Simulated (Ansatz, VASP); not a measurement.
# One calculation of Bi, two programs

```
CELL_PARAMETERS angstrom
0.00000 2.54001 2.54001
2.54001 0.00000 2.54001
2.54001 2.54001 0.00000
ATOMIC_POSITIONS crystal
Bi 0.00000 0.00000 0.00000
```

Alike in both runs: functional PBE; k mesh 14 × 14 × 14; occupations fermi-dirac, width 0.05 eV; no spin polarisation.

Ansatz relaxed the structure, and its values are those at the end. VASP's run is a single point on that final structure, the one shown.

```csv
,VASP,Ansatz
version,VASP 6.6.1,Ansatz 0.2.0
potentials or method,"VASP PAW PBE potentials, release 64 (Bi_d), cutoff 520 eV","all-electron LAPW, non-relativistic"
```

VASP gave:

- pressure (GPa): -1.4

Task: Which values does Ansatz return?

Result: Pressure (GPa): 0.0.

Ansatz ran all-electron here, and VASP with PAW potentials.

Spin-orbit coupling is off throughout.
